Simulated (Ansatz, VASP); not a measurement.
## Sn3Se: VASP beside Ansatz

File INCAR:

```
SYSTEM = Sn3Se
PREC = Accurate ; ENCUT = 500
EDIFF = 1E-6 ; ISMEAR = 0
SIGMA = 0.15 ; LREAL = .False.
LASPH = .True. ; NELM = 120
ALGO = Normal ; ISIF = 2
LWAVE = .False. ; LCHARG = .False.
GGA = PE ; IVDW = 12
NBANDS = 32 ; GGA_COMPAT = .False.
```

Contents of KPOINTS:

```
Automatic mesh
0
Gamma
  8 8 8
  0 0 0
```

Contents of POSCAR:

```
Sn3Se
1.0
    0.0000000000      3.6720508526      3.6720508526
    3.6720508526      0.0000000000      3.6720508526
    3.6720508526      3.6720508526      0.0000000000
Sn Se
3 1
Direct
    0.2500000000      0.2500000000      0.2500000000
    0.7500000000      0.7500000000      0.7500000000
    0.5000000000      0.5000000000      0.5000000000
    0.0000000000      0.0000000000      0.0000000000
```

Input for Ansatz:

```yaml
crystal:
  lattice:
    - [0.0, 3.6720508526, 3.6720508526]
    - [3.6720508526, 0.0, 3.6720508526]
    - [3.6720508526, 3.6720508526, 0.0]
  atoms:
    - { symbol: Sn, position: [0.25, 0.25, 0.25] }
    - { symbol: Sn, position: [0.75, 0.75, 0.75] }
    - { symbol: Sn, position: [0.5, 0.5, 0.5] }
    - { symbol: Se, position: [0.0, 0.0, 0.0] }
basis:
  ecutwfc: 420
kpoints:
  mp_grid: { grid: [8, 8, 8] }
hamiltonian:
  xc: pbe
  dispersion: d3bj
scf:
  occupations: { method: gaussian, width: 0.15 }
output:
  forces: true
  stress: true
  eigenvalues: true
```

Alike in both runs: task single point; functional PBE; dispersion D3(BJ); k mesh 8 × 8 × 8; occupations gaussian, width 0.15 eV; no spin polarisation.

|  | VASP | Ansatz |
| --- | --- | --- |
| version | VASP 6.6.1 | Ansatz 0.2.0 |
| potentials or method | VASP PAW PBE potentials, release 64 (Sn_d, Se), cutoff 500 eV | scalar-relativistic, plane waves, PAW |
| valence electrons in the cell | 48 | 58 |

```csv
,VASP,Ansatz,Ansatz less VASP
gap on the k mesh at the Fermi level (eV),none,none,-
pressure (GPa),0.0,0.0,+0.02
```

A gap of «none» marks a metal or a gap that the smearing closes. VASP's potentials hold 48 valence electrons a cell and Ansatz's 58, so a difference there can come from the potentials and not from the codes.
